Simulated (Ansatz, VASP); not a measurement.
# One calculation of TiAl, two programs

INCAR

```
ALGO = Fast
EDIFF = 1E-7
ENCUT = 520
GGA = PS
ISIF = 2
ISMEAR = 0
LASPH = T
LCHARG = F
LREAL = F
LWAVE = F
NBANDS = 32
NELM = 80
PREC = Accurate
SIGMA = 0.15
```

The input KPOINTS:

```
k-points
0
Gamma
  19 19 7
```

Contents of POSCAR:

```
TiAl
1.0
    0.0000000000     -3.1564740775      0.0000000000
    0.0000000000      0.0000000000     -3.1564740775
   10.9694222324      0.0000000000      0.0000000000
Ti Al
3 3
Direct
    0.0000000000      0.0000000000      0.2157996733
    0.0000000000      0.0000000000      0.5035517546
    0.0000000000      0.0000000000      0.7913038358
    0.5000000000      0.5000000000      0.0719236327
    0.5000000000      0.5000000000      0.3596757140
    0.5000000000      0.5000000000      0.6474277952
```

Input for Ansatz:

```yaml
crystal:
  lattice:
    - [0.0, -3.1564740775, 0.0]
    - [0.0, 0.0, -3.1564740775]
    - [10.9694222324, 0.0, 0.0]
  atoms:
    - { symbol: Ti, position: [0.0, 0.0, 0.2157996733] }
    - { symbol: Ti, position: [0.0, 0.0, 0.5035517546] }
    - { symbol: Ti, position: [0.0, 0.0, 0.7913038358] }
    - { symbol: Al, position: [0.5, 0.5, 0.0719236327] }
    - { symbol: Al, position: [0.5, 0.5, 0.359675714] }
    - { symbol: Al, position: [0.5, 0.5, 0.6474277952] }
basis:
  ecutwfc: 420
kpoints:
  mp_grid: { grid: [19, 19, 7] }
hamiltonian:
  xc: pbesol
scf:
  occupations: { method: gaussian, width: 0.15 }
output:
  forces: true
  stress: true
  eigenvalues: true
```

Alike in both runs: task single point; functional PBEsol; k mesh 19 × 19 × 7; occupations gaussian, width 0.15 eV; no spin polarisation.

|  | VASP | Ansatz |
| --- | --- | --- |
| version | VASP 6.6.1 | Ansatz 0.2.0 |
| potentials or method | VASP PAW PBE potentials, release 64 (Ti_sv, Al), cutoff 520 eV | scalar-relativistic, plane waves, PAW |
| valence electrons in the cell | 45 | 45 |

VASP gave:

- gap on the k mesh at the Fermi level (eV): none
- pressure (GPa): -5.1
- traceless stress, the component that is largest in VASP (GPa): 3.04
- rms of the force components (eV/Å): 0.327

Task: Which values does Ansatz return?

Result: gap on the k mesh at the Fermi level (eV): none; pressure (GPa): -5.2; traceless stress, the component that is largest in VASP (GPa): 3.05; rms of the force components (eV/Å): 0.325.

VASP's potentials were made for PBE, not for PBEsol. Atom by atom the forces differ by 0.003 eV/Å (rms over components). A gap of «none» marks a metal or a gap that the smearing closes.
